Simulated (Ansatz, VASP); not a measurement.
# KAg in VASP and in Ansatz

The input INCAR:

```
SYSTEM = KAg
ALGO = Normal ; EDIFF = 1E-6
ENCUT = 520 ; GGA = PE
ISIF = 2 ; ISMEAR = 0
LASPH = .True. ; LCHARG = .True.
LELF = .True. ; LREAL = .False.
LVHAR = .True. ; LWAVE = .False.
NBANDS = 17 ; NELM = 100
PREC = Accurate ; SIGMA = 0.1
```

File KPOINTS:

```
k-points
0
Gamma
  6 6 6
  0 0 0
```

Contents of POSCAR:

```
KAg
1.0
    3.9167915089      0.0000000000      0.0000000000
   -1.9583957544      3.3920409480      0.0000000000
    0.0000000000      0.0000000000      3.8202370945
K Ag
1 1
Direct
    0.0000000000      0.0000000000      0.0000000000
    0.6666666667      0.3333333333      0.5000000000
```

Input for Ansatz:

```yaml
crystal:
  lattice:
    - [3.9167915089, 0.0, 0.0]
    - [-1.9583957544, 3.392040948, 0.0]
    - [0.0, 0.0, 3.8202370945]
  atoms:
    - { symbol: K, position: [0.0, 0.0, 0.0] }
    - { symbol: Ag, position: [0.6666666667, 0.3333333333, 0.5] }
basis:
  ecutwfc: 420
kpoints:
  mp_grid: { grid: [6, 6, 6] }
hamiltonian:
  xc: pbe
scf:
  occupations: { method: gaussian, width: 0.1 }
  lower_state_search: "off"
output:
  forces: true
  stress: true
  eigenvalues: true
```

Alike in both runs: task single point; functional PBE; k mesh 6 × 6 × 6; occupations gaussian, width 0.1 eV; no spin polarisation.

|  | VASP | Ansatz |
| --- | --- | --- |
| version | VASP 6.6.1 | Ansatz 0.2.0 |
| potentials or method | VASP PAW PBE potentials, release 64 (K_sv, Ag), cutoff 520 eV | scalar-relativistic, plane waves, PAW |
| valence electrons in the cell | 20 | 28 |

Ansatz gave:

```
gap on the k mesh at the Fermi level (eV)                     : none
pressure (GPa)                                                : 12.7
traceless stress, the component that is largest in VASP (GPa) : 2.72
```

**Question.** What did VASP give for the same quantities?

**Answer.** gap on the k mesh at the Fermi level (eV): none; pressure (GPa): 12.8; traceless stress, the component that is largest in VASP (GPa): 2.75.

A gap of «none» marks a metal or a gap that the smearing closes. VASP's potentials hold 20 valence electrons a cell and Ansatz's 28, so a difference there can come from the potentials and not from the codes.
